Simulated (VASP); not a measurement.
# MgO (P6_3mc) in VASP: a series of runs

Runs on MgO. Level: PBE. Tasks: single point.

Everything below comes from runs of VASP 6.6.1. Logs are shortened: lines on timing, memory, paths and dates and some standing lists are left out, and cuts for length are marked.

**1. The cell of the first run**

Symmetry: P6_3mc, No. 186, hexagonal system. The conventional cell has a = 3.232 Å, b = 3.232 Å, c = 4.994 Å, α = 90.00°, β = 90.00°, γ = 120.00°. Within 2.6 Å of Mg (site symmetry 3m) lie 4 O at 1.94 to 1.96 Å. O (site symmetry 3m) has 4 Mg at 1.94 to 1.96 Å within 2.6 Å.

**2. Single point, PBE**

INCAR

```
PREC = Accurate
ENCUT = 520
EDIFF = 1E-6
ISMEAR = 0
SIGMA = 0.05
LREAL = F
LASPH = T
NELM = 60
ALGO = Normal
ISIF = 2
LWAVE = F
LCHARG = F
GGA = PE
NBANDS = 16
```

KPOINTS

```
Automatic mesh
0
Gamma
  9 9 6
```

POSCAR

```
MgO
1.0
    3.2324032657      0.0000000000      0.0000000000
   -1.6162016329      2.7993433434      0.0000000000
    0.0000000000      0.0000000000      4.9935087375
Mg O
2 2
Direct
    0.3333333333      0.6666666667      0.0063188067
    0.6666666667      0.3333333333      0.5063188067
    0.3333333333      0.6666666667      0.3982811933
    0.6666666667      0.3333333333      0.8982811933
```

Potentials or basis: VASP PAW PBE potentials, release 64 (Mg, O).

Run with:

```bash
$ cat potpaw_PBE.64/Mg/POTCAR potpaw_PBE.64/O/POTCAR > POTCAR
$ mpirun -np 1 vasp_std > vasp.out
```

OUTCAR:

```text
PREC = Accurate
   ENCUT = 520
   EDIFF = 1E-6
   ISMEAR = 0
   LREAL = F
   LASPH = T
   NELM = 60
   ISIF = 2
   GGA = PE

 ion  position               nearest neighbor table
   1  0.333  0.667  0.006-   4 1.94   4 1.94   4 1.94   3 1.96   2 3.12   2 3.12   2 3.12   2 3.12
                             2 3.12   2 3.12
   2  0.667  0.333  0.506-   3 1.94   3 1.94   3 1.94   4 1.96   1 3.12   1 3.12   1 3.12   1 3.12
                             1 3.12   1 3.12
   3  0.333  0.667  0.398-   2 1.94   2 1.94   2 1.94   1 1.96
   4  0.667  0.333  0.898-   1 1.94   1 1.94   1 1.94   2 1.96

  LATTYP: Found a hexagonal cell.
 ALAT       =     3.2324032657
 C/A-ratio  =     1.5448285152

  Lattice vectors:

 A1 = (   3.2324032657,   0.0000000000,   0.0000000000)
 A2 = (  -1.6162016329,   2.7993433434,   0.0000000000)
 A3 = (   0.0000000000,   0.0000000000,   4.9935087375)

Analysis of symmetry for initial positions (statically):
=====================================================================
 Subroutine PRICEL returns:
 Original cell was already a primitive cell.

 Routine SETGRP: Setting up the symmetry group for a
 hexagonal supercell.

 Subroutine GETGRP returns: Found 12 space group operations
 (whereof  6 operations were pure point group operations)
 out of a pool of 24 trial point group operations.

The static configuration has the point symmetry C_3v.
 The point group associated with its full space group is C_6v.

Analysis of symmetry for dynamics (positions and initial velocities):
=====================================================================
 Subroutine PRICEL returns:
 Original cell was already a primitive cell.

 Routine SETGRP: Setting up the symmetry group for a
 hexagonal supercell.

 Subroutine GETGRP returns: Found 12 space group operations
 (whereof  6 operations were pure point group operations)
 out of a pool of 24 trial point group operations.

The dynamic configuration has the point symmetry C_3v.
 The point group associated with its full space group is C_6v.

 Subroutine INISYM returns: Found 12 space group operations
 (whereof  6 operations are pure point group operations),
 and found     1 'primitive' translations

----------------------------------------------------------------------------------------

                                     Primitive cell

  volume of cell :      45.1843

  direct lattice vectors                    reciprocal lattice vectors
     3.232403266  0.000000000  0.000000000     0.309367340  0.178613317  0.000000000
    -1.616201633  2.799343343  0.000000000     0.000000000  0.357226634  0.000000000
     0.000000000  0.000000000  4.993508738     0.000000000  0.000000000  0.200259988

  length of vectors
     3.232403266  3.232403266  4.993508738     0.357226634  0.357226634  0.200259988

  position of ions in fractional coordinates (direct lattice)
     0.333333333  0.666666667  0.006318807
     0.666666667  0.333333333  0.506318807
     0.333333333  0.666666667  0.398281193
     0.666666667  0.333333333  0.898281193

  ion indices of the primitive-cell ions
   primitive index   ion index
                 1           1
                 2           2
                 3           3
                 4           4

----------------------------------------------------------------------------------------

 KPOINTS: Automatic mesh

Automatic generation of k-mesh.
 Grid dimensions read from file:
 generate k-points for:    9    9    6

 Generating k-lattice:

  Cartesian coordinates                     Fractional coordinates (reciprocal lattice)
     0.034374149  0.019845924  0.000000000     0.111111111  0.000000000  0.000000000
     0.000000000  0.039691848  0.000000000     0.000000000  0.111111111  0.000000000
     0.000000000  0.000000000  0.033376665     0.000000000  0.000000000  0.166666667

  Length of vectors
     0.039691848  0.039691848  0.033376665

  Shift w.r.t. Gamma in fractional coordinates (k-lattice)
     0.000000000  0.000000000  0.000000000

 Subroutine IBZKPT returns following result:
 ===========================================

 Found     48 irreducible k-points:

 Following reciprocal coordinates:
            Coordinates               Weight
  0.000000  0.000000  0.000000      1.000000
  0.111111  0.000000  0.000000      6.000000
  0.222222  0.000000  0.000000      6.000000
  0.333333  0.000000  0.000000      6.000000
  0.444444  0.000000  0.000000      6.000000
  0.111111  0.111111  0.000000      6.000000
[... 16 lines left out ...]
  0.333333  0.222222  0.166667     24.000000
  0.333333  0.333333  0.166667      4.000000
 [... further k-points ...]
   k-points           NKPTS =     48   k-points in BZ     NKDIM =     48   number of bands    NBANDS=     16
   number of dos      NEDOS =    301   number of ions     NIONS =      4
   total plane-waves  NPLWV =  23040
   dimension x,y,z NGX =    24 NGY =   24 NGZ =   40
   dimension x,y,z NGXF=    48 NGYF=   48 NGZF=   80
   ions per type =               2   2
   NGX,Y,Z   is equivalent  to a cutoff of  12.34, 12.34, 13.32 a.u.
   NGXF,Y,Z  is equivalent  to a cutoff of  24.69, 24.69, 26.63 a.u.
 SYSTEM =  unknown system
   PREC   = accura    normal or accurate (medium, high low for compatibility)
   ISTART =      0    job   : 0-new  1-cont  2-samecut
   ICHARG =      2    charge: 1-file 2-atom 10-const
   ISPIN  =      1    spin polarized calculation?
   LNONCOLLINEAR =      F non collinear calculations
   LSORBIT =      F    spin-orbit coupling
   LASPH  =      T    aspherical Exc in radial PAW
   ENCUT  =  520.0 eV  38.22 Ry    6.18 a.u.   6.01  6.01  9.28*2*pi/ulx,y,z
   NELM   =     60;   NELMIN=  2; NELMDL= -5     # of ELM steps
   EDIFF  = 0.1E-05   stopping-criterion for ELM
   LREAL  =      F    real-space projection
[... 7 lines left out ...]
   TEBEG  =    0.0;   TEEND  =   0.0 temperature during run
   PSTRESS=    0.0 pullay stress
   NELECT =      16.0000    total number of electrons
   NUPDOWN=      -1.0000    fix difference up-down
   EMIN   =  10.00;   EMAX   =-10.00  energy-range for DOS
   EFERMI =   0.00;   METHOD = LEGACY
   ISMEAR =     0;   SIGMA  =   0.05  broadening in eV -4-tet -1-fermi 0-gaus
   EFERMI_NEDOS =   21; number of points for ismear=-14 and -15
   IALGO  =     38    algorithm
   IMIX   =      4    mixing-type and parameters
     AMIX     =   0.40;   BMIX     =  1.00
     AMIX_MAG =   1.60;   BMIX_MAG =  1.00
  volume/ion in A,a.u.               =      11.30        76.23
  Fermi-wavevector in a.u.,A,eV,Ry     =   1.158206  2.188691 18.251401  1.341440
  Thomas-Fermi vector in A             =   2.294810
   LORBIT       =      0    0 simple, 1 ext, 2 COOP (PROOUT), +10 PAW based schemes
   GGA     = PE    functional components
   LHFCALC =     F    Hartree Fock is set to
   AEXX    =    0.0000 exact exchange contribution
   IVDW    =     0    specifies the selected vdW correction
   LEPSILON=     F    determine dielectric tensor
   LRPA    =     F    only Hartree local field effects (RPA)
 non-spin polarized calculation
 Gauss-broadening in eV      SIGMA  =   0.05
  energy-cutoff  :      520.00
  volume of cell :       45.18
 maximum number of plane-waves:      1248
   NGX = 13   NGY = 13   NGZ = 19

 number of electron      16.0000006 magnetization

 Free energy of the ion-electron system (eV)
  ---------------------------------------------------
  ext. energy  EPLUGINS =         0.00000000
  ---------------------------------------------------
  free energy    TOTEN  =       -23.43478413 eV

  energy without entropy =      -23.43478413  energy(sigma->0) =      -23.43478413

 E-fermi :   1.5419     XC(G=0):  -9.9325

 val. band max:        1.2972543598   @ k =   0.0000   0.0000   0.0000
 cond. band min:       5.1124688341   @ k =   0.0000   0.0000   0.0000
 fundamental gap:      3.8152144743
 Fermi energy:         1.5418716667

 k-point     1 :       0.0000    0.0000    0.0000
  band No.  band energies     occupation
      1     -15.0194      2.00000
      2     -14.1762      2.00000
      3      -2.0608      2.00000
      4       0.6622      2.00000
      5       0.6622      2.00000
      6       0.9643      2.00000
[... 8 lines left out ...]
     15      18.5116      0.00000
     16      18.5116      0.00000

 k-point     2 :       0.1111    0.0000    0.0000
  band No.  band energies     occupation
      1     -14.9511      2.00000
      2     -14.1509      2.00000
      3      -1.9336      2.00000
      4       0.3324      2.00000
      5       0.5773      2.00000
      6       0.5838      2.00000
[... 8 lines left out ...]
     15      18.1431      0.00000
     16      18.3584      0.00000

 k-point     3 :       0.2222    0.0000    0.0000
  band No.  band energies     occupation
      1     -14.7677      2.00000
      2     -14.0918      2.00000
      3      -1.5757      2.00000
      4      -0.5183      2.00000
      5      -0.0109      2.00000
      6       0.3998      2.00000
[... 8 lines left out ...]
     15      17.0459      0.00000
     16      17.4310      0.00000

 k-point     4 :       0.3333    0.0000    0.0000
  band No.  band energies     occupation
      1     -14.5300      2.00000
      2     -14.0434      2.00000
      3      -1.3347      2.00000
      4      -1.0456      2.00000
      5      -0.5476      2.00000
      6       0.2284      2.00000
[... 8 lines left out ...]
     15      16.3808      0.00000
     16      17.6597      0.00000
[... 324 lines left out ...]
 k-point    22 :       0.2222    0.2222    0.1667
  band No.  band energies     occupation
      1     -14.3868      2.00000
      2     -14.0572      2.00000
      3      -1.3478      2.00000
      4      -1.1937      2.00000
      5      -0.2069      2.00000
      6      -0.0994      2.00000
[... 8 lines left out ...]
     15      15.8118      0.00000
     16      18.4338      0.00000

 k-point    23 :       0.3333    0.2222    0.1667
  band No.  band energies     occupation
      1     -14.2278      2.00000
      2     -14.0662      2.00000
      3      -1.5545      2.00000
      4      -1.0106      2.00000
      5      -0.5452      2.00000
      6       0.0609      2.00000
[... 8 lines left out ...]
     15      15.4701      0.00000
     16      18.4764      0.00000

 k-point    24 :       0.3333    0.3333    0.1667
  band No.  band energies     occupation
      1     -14.1212      2.00000
      2     -14.1212      2.00000
      3      -1.3894      2.00000
      4      -0.8701      2.00000
      5      -0.8701      2.00000
      6      -0.1402      2.00000
[... 8 lines left out ...]
     15      15.1881      0.00000
     16      19.4239      0.00000

 [... further k-points ...]
[... 5 lines left out ...]
  --------------------------------------------------------------------------------------
  -------------------------------------------------------------------------------------
  Total        2.8630111      2.8630111      2.5314834     -0.0000000      0.0000000      0.0000000
  in kB      101.5187108    101.5187108     89.7631626     -0.0000000      0.0000000      0.0000000
  external PRESSURE =      97.6001947 kB  Pullay stress =       0.0000000 kB

 VOLUME and BASIS-vectors are now :
 -----------------------------------------------------------------------------
  energy-cutoff  :      520.00
  volume of cell :       45.18
      direct lattice vectors                 reciprocal lattice vectors
     3.232403266  0.000000000  0.000000000     0.309367340  0.178613317  0.000000000
    -1.616201633  2.799343343  0.000000000     0.000000000  0.357226634  0.000000000
     0.000000000  0.000000000  4.993508738     0.000000000  0.000000000  0.200259988

 POSITION                                       TOTAL-FORCE (eV/Angst)
 -----------------------------------------------------------------------------------
     -0.00000      1.86623      0.03155         0.000000     -0.000000     -0.051660
      1.61620      0.93311      2.52831        -0.000000      0.000000     -0.051660
     -0.00000      1.86623      1.98882         0.000000      0.000000      0.051660
      1.61620      0.93311      4.48557        -0.000000     -0.000000      0.051660
 -----------------------------------------------------------------------------------
    total drift:                               -0.000000      0.000000      0.000148

  FREE ENERGIE OF THE ION-ELECTRON SYSTEM (eV)
  ---------------------------------------------------
  free  energy   TOTEN  =       -23.4347841329 eV

  energy  without entropy=      -23.4347841329  energy(sigma->0) =      -23.43478413
```

Wall time 11 s (1 thread of Intel Xeon 6975P-C (Granite Rapids), shared host); peak memory 0.17 GiB.

What came out:

```yaml
Free_energy: -23.4348 eV
Pressure: 9.8 GPa
Largest_force: 0.052 eV/Å
Band_gap_on_the_k_mesh: 3.82 eV, direct
```

Forces on the atoms (eV/Å):
```
Mg   0.000  0.000 -0.052
Mg   0.000  0.000 -0.052
O    0.000  0.000  0.052
O    0.000  0.000  0.052
```

Stress tensor (GPa, compression positive):
```
10.15  0.00  0.00
 0.00 10.15  0.00
 0.00  0.00  8.98
```

A k mesh can miss the band edges. Expect the measured gap to be larger: semilocal functionals such as PBE lack the derivative discontinuity.

**3. Single point, PBE**

This run uses another cell than the first one, of 11.59 Å³/atom, 1.026 times its volume.

INCAR

```
PREC = Accurate
ENCUT = 520
EDIFF = 1E-6
ISMEAR = 0
SIGMA = 0.05
LREAL = False
LASPH = True
NELM = 100
ALGO = Normal
ISIF = 2
LWAVE = False
LCHARG = False
GGA = PE
NBANDS = 16
```

KPOINTS is that of step 2.

POSCAR

```
MgO
1.0
    3.2599201346      0.0000000000      0.0000000000
   -1.6299600673      2.8231736508      0.0000000000
    0.0000000000      0.0000000000      5.0360175811
Mg O
2 2
Direct
    0.3333333333      0.6666666667      0.0063188067
    0.6666666667      0.3333333333      0.5063188067
    0.3333333333      0.6666666667      0.3982811933
    0.6666666667      0.3333333333      0.8982811933
```

Potentials or basis: VASP PAW PBE potentials, release 64 (Mg, O).

Run with:

```bash
$ cat potpaw_PBE.64/Mg/POTCAR potpaw_PBE.64/O/POTCAR > POTCAR
$ mpirun -np 1 vasp_std > vasp.out
```

Run time: 12 s. Hardware: 1 thread of Intel Xeon 6975P-C (Granite Rapids), shared host; peak memory 0.17 GiB.

The run converged. Its results:

| Item | Value |
| --- | --- |
| Free energy | -23.4930 eV |
| Pressure | 6.0 GPa |
| Largest force | 0.032 eV/Å |
| Band gap on the k mesh | 3.67 eV, direct |

Forces in eV/Å, atoms in the order of the input:
```
Mg   0.000  0.000 -0.032
Mg   0.000  0.000 -0.032
O    0.000  0.000  0.032
O    0.000  0.000  0.032
```

Stress tensor (GPa, compression positive):
```
6.23 0.00 0.00
0.00 6.23 0.00
0.00 0.00 5.50
```

Levels at points of the mesh, in eV from the valence-band top:
| k point | band 4 | band 5 | band 6 | band 7 | band 8 | band 9 | band 10 | band 11 | band 12 | band 13 |
| --- | --- | --- | --- | --- | --- | --- | --- | --- | --- | --- |
| (0.00, 0.00, 0.00) | -0.62 | -0.62 | -0.32 | -0.32 | 0.00 | 3.67 | 8.72 | 10.42 | 14.53 | 14.53 |
| (0.00, 0.00, 0.50) | -2.01 | -0.48 | -0.48 | -0.48 | -0.48 | 6.15 | 6.15 | 13.32 | 13.32 | 15.04 |

A k mesh can miss the band edges.
